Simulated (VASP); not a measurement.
# AlNi: single point with PBE

The system is AlNi.

```
Al Ni
1.0
     6.23959   -0.01632    0.01624
     3.10356   -0.04715   -5.62432
     3.10347    5.62425    0.04711
Al Ni
8 8
Cartesian
  3.2457 2.8298 -2.9511
  5.9799 2.8307 -5.6697
  6.1277 2.7920 -2.5064
  12.5888 5.7204 -5.6053
  6.3051 5.5867 -2.7537
  6.1278 5.3394 0.0409
  6.1983 -0.0779 -2.7610
  7.6813 1.4576 -4.2963
  9.4124 2.6955 -5.5343
  4.8920 1.3378 -4.1765
  4.4895 1.3743 -1.2606
  4.5117 4.1601 -1.3275
  7.5930 4.0460 -4.1659
  1.7037 1.3876 -1.5548
  7.8363 4.2352 -1.4025
  11.0468 4.3241 -4.1630
```

```json
{"Program": "VASP 6.6.1", "Task": "single point", "Functional": "PBE", "Potentials or basis": "VASP PAW PBE potentials, release 64 (Al, Ni)", "Cutoff": "520 eV", "k mesh": "3 × 2 × 2, shifted", "Occupations": "gaussian, width 0.1 eV", "Spin": "no spin polarisation", "Dipole correction": "no", "Further INCAR settings": "LREAL = Auto; ALGO = Fast; EDIFF = 1e-06; NBANDS = 66; ISYM = 0"}
```

The pressure is 0.1 GPa and the largest force is 0.015 eV/Å. The band gap on the k mesh is zero (bands 52 and 53 overlap by 0.91 eV).

Forces in eV/Å, atoms in the order of the input:
```
Al   0.002  0.005  0.001
Al  -0.012  0.007 -0.005
Al   0.001  0.006  0.000
Al   0.001  0.000 -0.003
Al  -0.002 -0.005  0.001
Al   0.000 -0.004 -0.008
Al  -0.007 -0.001  0.001
Al   0.006  0.004 -0.003
Ni   0.010 -0.002  0.002
Ni   0.004 -0.004  0.005
Ni   0.002 -0.010  0.005
Ni   0.006  0.008 -0.006
Ni   0.001 -0.004  0.010
Ni  -0.004 -0.007 -0.007
Ni  -0.004  0.001 -0.001
Ni  -0.003  0.006  0.007
```

Stress tensor (GPa, compression positive):
```
0.26 0.00 0.00
0.00 0.02 0.02
0.00 0.02 0.01
```

Levels at points of the mesh, in eV from the Fermi level:
```csv
k point,band 50,band 51,band 52,band 53,band 54,band 55
"(0.00, 0.25, 0.25)",-0.60,-0.46,-0.14,0.08,0.20,0.42
```

It took 110 s on 1 thread of Intel(R) Xeon(R) Platinum 8488C (Sapphire Rapids) (shared host), peak memory 0.34 GiB.

Caveat: the k points lie up to 0.53 Å⁻¹ apart, too coarse for converged energies and pressures of a metal. Spin polarisation is off, so any magnetic state and its effect on volume and gap are missing.
